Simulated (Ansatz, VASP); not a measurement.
## One calculation of SiNi3, two programs

```
Si Ni
1.0
     3.90856    0.00000    0.00000
    -1.95428    3.38491    0.00000
     0.00000    0.00000    4.20145
Si Ni
1 3
Direct
  0.00000 0.00000 0.00000
  0.66667 0.33333 0.00000
  0.00000 0.00000 0.50000
  0.33333 0.66667 0.50000
```

Alike in both runs: functional PBE; k mesh 12 × 12 × 12; occupations gaussian, width 0.1 eV; no spin polarisation.

Ansatz relaxed the structure, and its values are those at the end. VASP's run is a single point on that final structure, the one shown.

|  | VASP | Ansatz |
| --- | --- | --- |
| version | VASP 6.6.1 | Ansatz 0.2.0 |
| potentials or method | VASP PAW PBE potentials, release 64 (Si, Ni), cutoff 520 eV | scalar-relativistic, plane waves, PAW |
| valence electrons in the cell | 34 | 58 |

|  | VASP | Ansatz | Ansatz less VASP |
| --- | --- | --- | --- |
| gap on the k mesh at the Fermi level (eV) | none | none | - |
| pressure (GPa) | 0.1 | 0.0 | -0.12 |

A gap of «none» marks a metal or a gap that the smearing closes. VASP's potentials hold 34 valence electrons a cell and Ansatz's 58, so a difference there can come from the potentials and not from the codes.
